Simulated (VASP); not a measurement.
# CsBe (P4/mmm) in VASP: notebook

Runs on CsBe. Level: PBE. Tasks: single point, relaxation of cell and atoms.

Everything below comes from runs of VASP 6.6.1. Logs are shortened: lines on timing, memory, paths and dates and some standing lists are left out, and cuts for length are marked.

## 1. The cell of the first run

It takes space group P4/mmm (No. 123, tetragonal). Conventional cell: a = 3.486 Å, b = 3.486 Å, c = 4.569 Å, α = 90.00°, β = 90.00°, γ = 90.00°. Within 4.4 Å of Cs (site symmetry 4/mmm) lie 8 Be at 3.36 Å and 4 Cs at 3.49 Å. Be (site symmetry 4/mmm) has 8 Cs at 3.36 Å and 4 Be at 3.49 Å within 4.4 Å.

## 2. Single point, PBE

INCAR reads:

```
PREC = Accurate
ENCUT = 520
EDIFF = 1E-7
ISMEAR = 0
SIGMA = 0.1
LREAL = False
LASPH = True
NELM = 80
ALGO = Fast
ISIF = 2
LWAVE = False
LCHARG = False
GGA = PE
NBANDS = 12
```

KPOINTS reads:

```
regular mesh
0
Gamma
  6 6 4
```

POSCAR reads:

```
CsBe
1.0
    3.4857564010      0.0000000000      0.0000000000
    0.0000000000      3.4857564010      0.0000000000
    0.0000000000      0.0000000000      4.5688307113
Cs Be
1 1
Direct
    0.5000000000      0.5000000000      0.5000000000
    0.0000000000      0.0000000000      0.0000000000
```

Potentials or basis: VASP PAW PBE potentials, release 64 (Cs_sv, Be).

On the command line:

```bash
> cat potpaw_PBE.64/Cs_sv/POTCAR potpaw_PBE.64/Be/POTCAR > POTCAR
> mpirun -np 1 vasp_std > vasp.out
```

OUTCAR:

```text
PREC = Accurate
   ENCUT = 520
   EDIFF = 1E-7
   ISMEAR = 0
   LREAL = False
   LASPH = True
   NELM = 80
   ISIF = 2
   GGA = PE

 ion  position               nearest neighbor table
   1  0.500  0.500  0.500-
   2  0.000  0.000  0.000-

  LATTYP: Found a simple tetragonal cell.
 ALAT       =     3.4857564010
 C/A-ratio  =     1.3107142857

  Lattice vectors:

 A1 = (   3.4857564010,   0.0000000000,   0.0000000000)
 A2 = (   0.0000000000,   3.4857564010,   0.0000000000)
 A3 = (   0.0000000000,   0.0000000000,   4.5688307113)

Analysis of symmetry for initial positions (statically):
=====================================================================
 Subroutine PRICEL returns:
 Original cell was already a primitive cell.

 Routine SETGRP: Setting up the symmetry group for a
 simple tetragonal supercell.

 Subroutine GETGRP returns: Found 16 space group operations
 (whereof 16 operations were pure point group operations)
 out of a pool of 16 trial point group operations.

The static configuration has the point symmetry D_4h.

Analysis of symmetry for dynamics (positions and initial velocities):
=====================================================================
 Subroutine PRICEL returns:
 Original cell was already a primitive cell.

 Routine SETGRP: Setting up the symmetry group for a
 simple tetragonal supercell.

 Subroutine GETGRP returns: Found 16 space group operations
 (whereof 16 operations were pure point group operations)
 out of a pool of 16 trial point group operations.

The dynamic configuration has the point symmetry D_4h.

 Subroutine INISYM returns: Found 16 space group operations
 (whereof 16 operations are pure point group operations),
 and found     1 'primitive' translations

----------------------------------------------------------------------------------------

                                     Primitive cell

  volume of cell :      55.5136

  direct lattice vectors                    reciprocal lattice vectors
     3.485756401  0.000000000  0.000000000     0.286881780  0.000000000  0.000000000
     0.000000000  3.485756401  0.000000000     0.000000000  0.286881780  0.000000000
     0.000000000  0.000000000  4.568830711     0.000000000  0.000000000  0.218874382

  length of vectors
     3.485756401  3.485756401  4.568830711     0.286881780  0.286881780  0.218874382

  position of ions in fractional coordinates (direct lattice)
     0.500000000  0.500000000  0.500000000
     0.000000000  0.000000000  0.000000000

  ion indices of the primitive-cell ions
   primitive index   ion index
                 1           1
                 2           2

----------------------------------------------------------------------------------------

 KPOINTS: regular mesh

Automatic generation of k-mesh.
 Grid dimensions read from file:
 generate k-points for:    6    6    4

 Generating k-lattice:

  Cartesian coordinates                     Fractional coordinates (reciprocal lattice)
     0.047813630  0.000000000  0.000000000     0.166666667  0.000000000  0.000000000
     0.000000000  0.047813630  0.000000000     0.000000000  0.166666667  0.000000000
     0.000000000  0.000000000  0.054718596     0.000000000  0.000000000  0.250000000

  Length of vectors
     0.047813630  0.047813630  0.054718596

  Shift w.r.t. Gamma in fractional coordinates (k-lattice)
     0.000000000  0.000000000  0.000000000

 Subroutine IBZKPT returns following result:
 ===========================================

 Found     30 irreducible k-points:

 Following reciprocal coordinates:
            Coordinates               Weight
  0.000000  0.000000  0.000000      1.000000
  0.166667  0.000000  0.000000      4.000000
  0.333333  0.000000  0.000000      4.000000
  0.500000  0.000000  0.000000      2.000000
  0.166667  0.166667  0.000000      4.000000
  0.333333  0.166667  0.000000      8.000000
[... 16 lines left out ...]
  0.333333  0.000000  0.500000      4.000000
  0.500000  0.000000  0.500000      2.000000
 [... further k-points ...]
   k-points           NKPTS =     30   k-points in BZ     NKDIM =     30   number of bands    NBANDS=     12
   number of dos      NEDOS =    301   number of ions     NIONS =      2
   total plane-waves  NPLWV =  28224
   dimension x,y,z NGX =    28 NGY =   28 NGZ =   36
   dimension x,y,z NGXF=    56 NGYF=   56 NGZF=   72
   ions per type =               1   1
   NGX,Y,Z   is equivalent  to a cutoff of  13.35, 13.35, 13.10 a.u.
   NGXF,Y,Z  is equivalent  to a cutoff of  26.71, 26.71, 26.20 a.u.
 SYSTEM =  unknown system
   PREC   = accura    normal or accurate (medium, high low for compatibility)
   ISTART =      0    job   : 0-new  1-cont  2-samecut
   ICHARG =      2    charge: 1-file 2-atom 10-const
   ISPIN  =      1    spin polarized calculation?
   LNONCOLLINEAR =      F non collinear calculations
   LSORBIT =      F    spin-orbit coupling
   LASPH  =      T    aspherical Exc in radial PAW
   ENCUT  =  520.0 eV  38.22 Ry    6.18 a.u.   6.48  6.48  8.49*2*pi/ulx,y,z
   NELM   =     80;   NELMIN=  2; NELMDL= -5     # of ELM steps
   EDIFF  = 0.1E-06   stopping-criterion for ELM
   LREAL  =      F    real-space projection
   EDIFFG = 0.1E-05   stopping-criterion for IOM
   NSW    =      0    number of steps for IOM
   IBRION =     -1    ionic relax: 0-MD 1-quasi-New 2-CG
   NFREE  =      0    steps in history (QN), initial steepest desc. (CG)
   ISIF   =      2    stress and relaxation
   ISYM   =      2    0-nonsym 1-usesym 2-fastsym
   POTIM  = 0.5000    time-step for ionic-motion
   TEBEG  =    0.0;   TEEND  =   0.0 temperature during run
   PSTRESS=    0.0 pullay stress
   NELECT =      11.0000    total number of electrons
   NUPDOWN=      -1.0000    fix difference up-down
   EMIN   =  10.00;   EMAX   =-10.00  energy-range for DOS
   EFERMI =   0.00;   METHOD = LEGACY
   ISMEAR =     0;   SIGMA  =   0.10  broadening in eV -4-tet -1-fermi 0-gaus
   EFERMI_NEDOS =   21; number of points for ismear=-14 and -15
   IALGO  =     68    algorithm
   IMIX   =      4    mixing-type and parameters
     AMIX     =   0.40;   BMIX     =  1.00
     AMIX_MAG =   1.60;   BMIX_MAG =  1.00
  volume/ion in A,a.u.               =      27.76       187.31
  Fermi-wavevector in a.u.,A,eV,Ry     =   0.954420  1.803592 12.393775  0.910917
  Thomas-Fermi vector in A             =   2.083165
   LORBIT       =      0    0 simple, 1 ext, 2 COOP (PROOUT), +10 PAW based schemes
   GGA     = PE    functional components
   LHFCALC =     F    Hartree Fock is set to
   AEXX    =    0.0000 exact exchange contribution
   IVDW    =     0    specifies the selected vdW correction
   LEPSILON=     F    determine dielectric tensor
   LRPA    =     F    only Hartree local field effects (RPA)
 non-spin polarized calculation
 RMM-DIIS sequential band-by-band and
 Gauss-broadening in eV      SIGMA  =   0.10
  energy-cutoff  :      520.00
  volume of cell :       55.51
 maximum number of plane-waves:      1519
 NGX is ok and might be reduce to    28
   NGX = 13   NGY = 13   NGZ = 17

 number of electron      10.9999999 magnetization

 Free energy of the ion-electron system (eV)
  ---------------------------------------------------
  ext. energy  EPLUGINS =         0.00000000
  ---------------------------------------------------
  free energy    TOTEN  =        -1.71395346 eV

  energy without entropy =       -1.70570711  energy(sigma->0) =       -1.70983028

 E-fermi :   3.2801     XC(G=0):  -8.9000

 val. band max:        3.2663215578   @ k =   0.3333   0.3333   0.2500
 cond. band min:       3.3674997665   @ k =   0.5000   0.0000   0.0000
 fundamental gap:      0.1011782086
 Fermi energy:         3.2801279589

 k-point     1 :       0.0000    0.0000    0.0000
  band No.  band energies     occupation
      1     -19.5875      2.00000
      2      -6.3334      2.00000
      3      -5.0810      2.00000
      4      -5.0810      2.00000
      5      -0.9730      2.00000
      6       4.6576      0.00000
      7       5.2320      0.00000
      8       5.7372      0.00000
      9       7.7687      0.00000
     10       7.7687      0.00000
     11      10.7902      0.00000
     12      10.7902      0.00000

 k-point     2 :       0.1667    0.0000    0.0000
  band No.  band energies     occupation
      1     -19.4964      2.00000
      2      -6.2140      2.00000
      3      -5.9684      2.00000
      4      -4.9999      2.00000
      5      -0.4934      2.00000
      6       5.0957      0.00000
      7       5.1015      0.00000
      8       5.5045      0.00000
      9       7.5799      0.00000
     10       7.6764      0.00000
     11      10.6315      0.00000
     12      11.0195      0.00000

 k-point     3 :       0.3333    0.0000    0.0000
  band No.  band energies     occupation
      1     -19.3031      2.00000
      2      -7.3108      2.00000
      3      -5.9543      2.00000
      4      -4.8293      2.00000
      5       0.5351      2.00000
      6       3.8448      0.00000
      7       3.9132      0.00000
      8       5.8768      0.00000
      9       7.2816      0.00000
     10      10.0172      0.00000
     11      11.1986      0.00000
     12      11.5049      0.00000
[... 286 lines left out ...]
 k-point    23 :       0.3333    0.0000    0.5000
  band No.  band energies     occupation
      1     -19.2761      2.00000
      2      -7.1994      2.00000
      3      -6.5362      2.00000
      4      -4.7967      2.00000
      5       0.5831      2.00000
      6       4.3537      0.00000
      7       4.3606      0.00000
      8       6.9349      0.00000
      9       7.5695      0.00000
     10       9.6129      0.00000
     11      10.0788      0.00000
     12      11.5866      0.00000

 k-point    24 :       0.5000    0.0000    0.5000
  band No.  band energies     occupation
      1     -19.1744      2.00000
      2      -7.7553      2.00000
      3      -6.3300      2.00000
      4      -4.7122      2.00000
      5       0.1639      2.00000
      6       4.1339      0.00000
      7       5.4455      0.00000
      8       6.1984      0.00000
      9       8.2245      0.00000
     10       8.9386      0.00000
     11      10.4736      0.00000
     12      10.4969      0.00000

 [... further k-points ...]
[... 5 lines left out ...]
  --------------------------------------------------------------------------------------
  -------------------------------------------------------------------------------------
  Total        1.9160168      1.9160168      1.9000220      0.0000000      0.0000000      0.0000000
  in kB       55.2981699     55.2981699     54.8365445      0.0000000      0.0000000      0.0000000
  external PRESSURE =      55.1442948 kB  Pullay stress =       0.0000000 kB

 VOLUME and BASIS-vectors are now :
 -----------------------------------------------------------------------------
  energy-cutoff  :      520.00
  volume of cell :       55.51
      direct lattice vectors                 reciprocal lattice vectors
     3.485756401  0.000000000  0.000000000     0.286881780  0.000000000  0.000000000
     0.000000000  3.485756401  0.000000000     0.000000000  0.286881780  0.000000000
     0.000000000  0.000000000  4.568830711     0.000000000  0.000000000  0.218874382

 POSITION                                       TOTAL-FORCE (eV/Angst)
 -----------------------------------------------------------------------------------
      1.74288      1.74288      2.28442         0.000000      0.000000      0.000000
      0.00000      0.00000      0.00000         0.000000      0.000000      0.000000
 -----------------------------------------------------------------------------------
    total drift:                               -0.000000      0.000000      0.000000

  FREE ENERGIE OF THE ION-ELECTRON SYSTEM (eV)
  ---------------------------------------------------
  free  energy   TOTEN  =        -1.7139534578 eV

  energy  without entropy=       -1.7057071087  energy(sigma->0) =       -1.70983028
```

Wall time 19 s (1 thread of Oxide Virtual Turin-like, shared host); peak memory 0.14 GiB.

What came out:

| Item | Value |
| --- | --- |
| Free energy | -1.7140 eV |
| Pressure | 5.5 GPa |

Caveat: spin-orbit coupling is left out, which moves the levels of the heavy elements.

## 3. Single point, PBE

This run uses another cell than the first one, of 42.21 Å³/atom, 1.521 times its volume.

INCAR reads:

```
PREC = Accurate ; ENCUT = 520
EDIFF = 1E-6 ; ISMEAR = 0
SIGMA = 0.1 ; LREAL = F
LASPH = T ; NELM = 100
ALGO = Fast ; ISIF = 2
LWAVE = F ; LCHARG = F
GGA = PE ; NBANDS = 12
```

KPOINTS reads:

```
Automatic mesh
0
Gamma
  6 6 4
```

POSCAR reads:

```
CsBe
1.0
    4.4731484136      0.0000000000      0.0000000000
    0.0000000000      4.4731484136      0.0000000000
    0.0000000000      0.0000000000      4.2191881418
Cs Be
1 1
Direct
    0.5000000000      0.5000000000      0.5000000000
    0.0000000000      0.0000000000      0.0000000000
```

Potentials or basis: VASP PAW PBE potentials, release 64 (Cs_sv, Be).

On the command line:

```bash
> cat potpaw_PBE.64/Cs_sv/POTCAR potpaw_PBE.64/Be/POTCAR > POTCAR
> mpirun -np 1 vasp_std > vasp.out
```

It took 23 s on 1 thread of Oxide Virtual Turin-like, shared host; peak memory 0.17 GiB.

The run converged. Its results:

```yaml
Free_energy: -2.0931 eV
Pressure: 0.1 GPa
```

Stress tensor (GPa, compression positive):
```
 0.15  0.00  0.00
 0.00  0.15  0.00
 0.00  0.00 -0.06
```

Levels at points of the mesh, in eV from the Fermi level:
| k point | band 1 | band 2 | band 3 | band 4 | band 5 | band 6 | band 7 | band 8 | band 9 | band 10 |
| --- | --- | --- | --- | --- | --- | --- | --- | --- | --- | --- |
| (0.00, 0.00, 0.00) | -22.69 | -9.35 | -9.35 | -9.24 | -3.84 | 1.88 | 2.01 | 2.21 | 2.21 | 2.67 |
| (0.50, 0.00, 0.00) | -22.66 | -9.89 | -9.29 | -9.19 | -2.36 | -1.04 | 1.47 | 2.08 | 2.75 | 5.65 |
| (0.50, 0.50, 0.00) | -22.63 | -9.77 | -9.77 | -9.15 | -2.73 | 0.64 | 0.64 | 2.14 | 2.99 | 4.73 |
| (0.00, 0.00, 0.50) | -22.63 | -10.02 | -9.25 | -9.25 | -2.19 | -1.00 | 1.57 | 1.57 | 2.92 | 5.53 |
| (0.50, 0.00, 0.50) | -22.61 | -9.91 | -9.72 | -9.21 | -2.54 | 0.56 | 0.75 | 2.28 | 2.60 | 4.07 |
| (0.50, 0.50, 0.50) | -22.58 | -9.82 | -9.63 | -9.63 | -1.40 | -0.48 | -0.48 | -0.47 | 5.95 | 5.95 |

Caveat: the k points lie up to 0.37 Å⁻¹ apart; spin-orbit coupling is left out, which moves the levels of the heavy elements.

[end of part 1 of 2]
